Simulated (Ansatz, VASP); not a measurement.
**ZrSe2 in VASP and in Ansatz**

Contents of INCAR:

```
PREC     = Accurate       # precision mode
ENCUT    = 500            # plane-wave cutoff, eV
EDIFF    = 1E-6           # SCF threshold, eV
ISMEAR   = -1             # smearing method
SIGMA    = 0.08           # smearing width, eV
LREAL    = F              # projectors in reciprocal space
LASPH    = T              # aspherical terms in the spheres
NELM     = 120            # most SCF steps
ALGO     = Normal         # electronic algorithm
ISIF     = 2              # what is computed and relaxed
LWAVE    = F              # write WAVECAR
LCHARG   = T              # write CHGCAR
GGA      = CA             # functional
LELF     = T              # ELF
LVHAR    = T            
NBANDS   = 19             # bands
GGA_COMPAT= F
```

The input KPOINTS:

```
regular mesh
0
Gamma
  10 10 6
```

Contents of POSCAR:

```
ZrSe2
1.0
    3.6915136371      0.0000000000      0.0000000000
   -1.8457568185      3.1969445881      0.0000000000
    0.0000000000      0.0000000000      5.9492966617
Zr Se
1 2
Direct
    0.0000000000      0.0000000000      0.0000000000
    0.3333333333      0.6666666667      0.2664842362
    0.6666666667      0.3333333333      0.7335157638
```

Input for Ansatz:

```yaml
crystal:
  lattice:
    - [3.69151363707, 0.0, 0.0]
    - [-1.84575681854, 3.19694458811, 0.0]
    - [0.0, 0.0, 5.94929666169]
  atoms:
    - { symbol: Zr, position: [0.0, 0.0, 0.0] }
    - { symbol: Se, position: [0.333333333333, 0.666666666667, 0.266484236159] }
    - { symbol: Se, position: [0.666666666667, 0.333333333333, 0.733515763841] }
kpoints:
  mp_grid: { grid: [10, 10, 6] }
scf:
  occupations: { method: fermi_dirac, width: 0.08 }
hamiltonian:
  xc: lda
  pseudopotentials: { kind: all_electron, lapw: { basis_error: 0.001 } }
output:
  forces: true
  stress: true
  eigenvalues: true
  eigenstates:
    nscf_kmesh: { grid: [14, 14, 8] }
    de_dk: true
    e_range: [-14, 14]
  optics:
    e_range: [0, 25]
    de: 0.2
    sigma: 0.2
    bands: { spectra_wanted_up_to: 25 }
    nscf_kmesh: { grid: [14, 14, 8] }
    drude_damping: 0.03
checkpoint:
  write: ck
  write_wavefunctions: false
```

Alike in both runs: task single point; functional LDA; k mesh 10 × 10 × 6; occupations fermi-dirac, width 0.08 eV; no spin polarisation.

|  | VASP | Ansatz |
| --- | --- | --- |
| version | VASP 6.6.1 | Ansatz 0.2.0 |
| potentials or method | VASP PAW LDA potentials, release 64 (Zr_sv, Se), cutoff 500 eV | all-electron LAPW, scalar-relativistic |

Ansatz gave:

| Quantity | Value |
| --- | --- |
| pressure (GPa) | 0.0 |
| rms of the force components (eV/Å) | 0.001 |

**Question.** Estimate VASP's values.

**Answer.** Pressure (GPa): 0.2; rms of the force components (eV/Å): 0.019.

LDA's correlation is that of Perdew and Zunger in VASP and of Perdew and Wang (1992) in Ansatz. Atom by atom the forces differ by 0.018 eV/Å (rms over components). Ansatz ran all-electron here, and VASP with PAW potentials. Ansatz's warnings: optics on partly filled bands.
